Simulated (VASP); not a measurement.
A run of VASP 6.6.1:

The input INCAR:

```
PREC = Accurate
ENCUT = 520
EDIFF = 1E-7
ISMEAR = 0
SIGMA = 0.011
LREAL = False
LASPH = True
NELM = 150
ALGO = Normal
ISIF = 2
LWAVE = False
LCHARG = True
ISPIN = 2
MAGMOM = 1 1 1 0
LORBIT = 11
LMAXMIX = 4
GGA = PE
LELF = True
LVHAR = True
NBANDS = 28
```

Contents of KPOINTS:

```
Automatic mesh
0
Gamma
  8 8 8
```

Contents of POSCAR:

```
AlNi3
1.0
    3.5230547267      0.0000000000      0.0000000000
    0.0000000000      3.5230547267      0.0000000000
    0.0000000000      0.0000000000      3.5230547267
Ni Al
3 1
Direct
    0.5000000000      0.5000000000      0.0000000000
    0.5000000000      0.0000000000      0.5000000000
    0.0000000000      0.5000000000      0.5000000000
    0.0000000000      0.0000000000      0.0000000000
```

Potentials or basis: VASP PAW PBE potentials, release 64 (Ni, Al).

Command:

```console
$ cat potpaw_PBE.64/Ni/POTCAR potpaw_PBE.64/Al/POTCAR > POTCAR
$ mpirun -np 1 vasp_std > vasp.out
```

Hardware: 1 thread of Intel(R) Xeon(R) Platinum 8259CL CPU @ 2.50GHz (Skylake/Cascade Lake), with other jobs on the host.

Problem. Estimate the wall time of this run.

Solution. Run time: 90 s on 1 thread of Intel(R) Xeon(R) Platinum 8259CL CPU @ 2.50GHz (Skylake/Cascade Lake), on a shared host, peak memory 0.21 GiB. Counts: scf iterations 18, k points 35.
